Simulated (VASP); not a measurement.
# Si2W (I4/mmm) in VASP: notebook, part 2 of 2

VASP 6.6.1. Earlier steps stand in the parts before.

## Step 3: Single point, LDA

This run uses another cell than the first one, of the same volume but with other edges.

File INCAR:

```
PREC = Accurate ; ENCUT = 520
EDIFF = 1E-7 ; ISMEAR = 0
SIGMA = 0.15 ; LREAL = False
LASPH = True ; NELM = 60
ALGO = Normal ; ISIF = 2
LWAVE = False ; LCHARG = True
GGA = CA ; LELF = True
LVHAR = True ; NBANDS = 18
```

File KPOINTS:

```
regular mesh
0
Gamma
  18 18 18
```

File POSCAR:

```
Si2W
1.0
   -1.5704948423      1.5704948423      3.9976946210
    1.5704948423     -1.5704948423      3.9976946210
    1.5704948423      1.5704948423     -3.9976946210
Si W
2 1
Direct
    0.3668292265      0.3668292265      0.0000000000
    0.6331707735      0.6331707735      0.0000000000
    0.0000000000      0.0000000000      0.0000000000
```

Potentials or basis: VASP PAW LDA potentials, release 64 (Si, W_sv).

Started as:

```sh
cat potpaw_LDA.64/Si/POTCAR potpaw_LDA.64/W_sv/POTCAR > POTCAR
mpirun -np 1 vasp_std > vasp.out
```

OUTCAR:

```text
PREC = Accurate
   ENCUT = 520
   EDIFF = 1E-7
   ISMEAR = 0
   LREAL = False
   LASPH = True
   NELM = 60
   ISIF = 2
   GGA = CA

 ion  position               nearest neighbor table
   1  0.367  0.367  0.000-   2 2.13   3 2.46   3 2.46   3 2.46   3 2.46   2 2.90   2 2.90   2 2.90
                             2 2.90   3 2.93
   2  0.633  0.633  0.000-   1 2.13   3 2.46   3 2.46   3 2.46   3 2.46   1 2.90   1 2.90   1 2.90
                             1 2.90   3 2.93
   3  0.000  0.000  0.000-   2 2.46   1 2.46   2 2.46   1 2.46   2 2.46   1 2.46   1 2.46   2 2.46
                             1 2.93   2 2.93

  LATTYP: Found a body centered tetragonal cell.
 ALAT       =     3.1409896846
 C/A-ratio  =     2.5455000000

  Lattice vectors:

 A1 = (  -1.5704948423,   1.5704948423,   3.9976946210)
 A2 = (   1.5704948423,  -1.5704948423,   3.9976946210)
 A3 = (   1.5704948423,   1.5704948423,  -3.9976946210)

Analysis of symmetry for initial positions (statically):
=====================================================================
 Subroutine PRICEL returns:
 Original cell was already a primitive cell.

 Routine SETGRP: Setting up the symmetry group for a
[... 171 lines left out ...]
 E-fermi :  12.0082     XC(G=0): -12.6841

 val. band max:       12.0067836617   @ k =  -0.3889  -0.3889   0.3889
 cond. band min:      12.0092002058   @ k =  -0.3889   0.5000   0.3889
 fundamental gap:      0.0024165442
 Fermi energy:        12.0081866042

 k-point     1 :       0.0000    0.0000    0.0000
  band No.  band energies     occupation
      1     -61.1848      2.00000
      2     -25.8704      2.00000
      3     -25.8704      2.00000
      4     -25.5940      2.00000
      5      -2.2342      2.00000
      6       4.5904      2.00000
[... 481 lines left out ...]
      5      -1.2195      2.00000
      6       4.8847      2.00000
[... 10 lines left out ...]
     17      19.1993      0.00000
     18      21.3351      0.00000

 [... further k-points ...]

------------------------ aborting loop because EDIFF is reached ----------------------------------------

  FORCE on cell =-STRESS in cart. coord.  units (eV):
  Direction    XX          YY          ZZ          XY          YZ          ZX
  --------------------------------------------------------------------------------------
  -------------------------------------------------------------------------------------
  Total        4.6169623      4.6169623      7.0879253      0.0000000      0.0000000      0.0000000
  in kB      187.5531119    187.5531119    287.9301084      0.0000000      0.0000000      0.0000000
  external PRESSURE =     221.0121107 kB  Pullay stress =       0.0000000 kB

 VOLUME and BASIS-vectors are now :
 -----------------------------------------------------------------------------
  energy-cutoff  :      520.00
  volume of cell :       39.44
      direct lattice vectors                 reciprocal lattice vectors
    -1.570494842  1.570494842  3.997694621     0.000000000  0.318370991  0.125072085
     1.570494842 -1.570494842  3.997694621     0.318370991  0.000000000  0.125072085
     1.570494842  1.570494842 -3.997694621     0.318370991  0.318370991  0.000000000

 POSITION                                       TOTAL-FORCE (eV/Angst)
 -----------------------------------------------------------------------------------
      0.00000      0.00000      2.93294         0.000000      0.000000     -7.239882
      0.00000      0.00000      5.06245        -0.000000     -0.000000      7.239882
      0.00000      0.00000      0.00000         0.000000      0.000000     -0.000000
 -----------------------------------------------------------------------------------
    total drift:                                0.000000     -0.000000      0.000000

  FREE ENERGIE OF THE ION-ELECTRON SYSTEM (eV)
  ---------------------------------------------------
  free  energy   TOTEN  =       -25.7480888116 eV

  energy  without entropy=      -25.7459193867  energy(sigma->0) =      -25.74700410
```

OSZICAR:

```text
N       E                     dE             d eps       ncg     rms          rms(c)
DAV:   1     0.133562578239E+03    0.13356E+03   -0.10982E+04 17288   0.124E+03
DAV:   2    -0.220478434790E+02   -0.15561E+03   -0.15199E+03 19928   0.325E+02
DAV:   3    -0.266405684915E+02   -0.45927E+01   -0.45399E+01 21474   0.510E+01
DAV:   4    -0.266815382544E+02   -0.40970E-01   -0.40921E-01 20458   0.511E+00
DAV:   5    -0.266820046547E+02   -0.46640E-03   -0.46637E-03 20588   0.573E-01    0.307E+01
DAV:   6    -0.258870522870E+02    0.79495E+00   -0.26915E+00 19308   0.117E+01    0.119E+01
DAV:   7    -0.257672625533E+02    0.11979E+00   -0.27052E-01 19546   0.286E+00    0.499E+00
DAV:   8    -0.257495422975E+02    0.17720E-01   -0.49538E-02 20278   0.156E+00    0.448E-01
DAV:   9    -0.257482661636E+02    0.12761E-02   -0.22519E-03 19776   0.341E-01    0.236E-01
DAV:  10    -0.257480913974E+02    0.17477E-03   -0.51473E-04 21044   0.156E-01    0.737E-02
DAV:  11    -0.257480891436E+02    0.22539E-05   -0.62349E-05 19066   0.453E-02    0.226E-02
DAV:  12    -0.257480890337E+02    0.10986E-06   -0.17576E-06 19682   0.103E-02    0.764E-03
DAV:  13    -0.257480888107E+02    0.22302E-06   -0.47292E-07 21160   0.525E-03    0.101E-03
DAV:  14    -0.257480888116E+02   -0.92587E-09   -0.26518E-08  9994   0.111E-03
   1 F= -.25748089E+02 E0= -.25747004E+02  d E =-.216942E-02
```

stdout:

```text
POSCAR found type information on POSCAR SiW
 POSCAR found :  2 types and       3 ions
 scaLAPACK will be used
 LDA part: xc-table for (Slater(with rela. corr.)+CA(PZ))
 , standard interpolation
 POSCAR, INCAR and KPOINTS ok, starting setup
 FFT: planning ... GRIDC
 FFT: planning ... GRID_SOFT
 FFT: planning ... GRID
 WAVECAR not read
 entering main loop
```

It took 3.1 min on 1 thread of Intel Xeon 6975P-C (Granite Rapids), shared host; peak memory 0.42 GiB.

Results:

```yaml
Free_energy: -25.7481 eV
Pressure: 22.1 GPa
Largest_force: 7.240 eV/Å
Band_gap_on_the_k_mesh: zero (bands 11 and 12 overlap by 0.12 eV)
```

Forces in eV/Å, atoms in the order of the input:
```
Si   0.000  0.000 -7.240
Si   0.000  0.000  7.240
W    0.000  0.000  0.000
```

Stress tensor (GPa, compression positive):
```
18.76  0.00  0.00
 0.00 18.76  0.00
 0.00  0.00 28.79
```

Caveat: the cell stands under pressure; spin-orbit coupling is left out, which moves the levels of the heavy elements; forces of over 1 eV/Å act on the atoms, so gaps and moduli don't describe the material at rest.
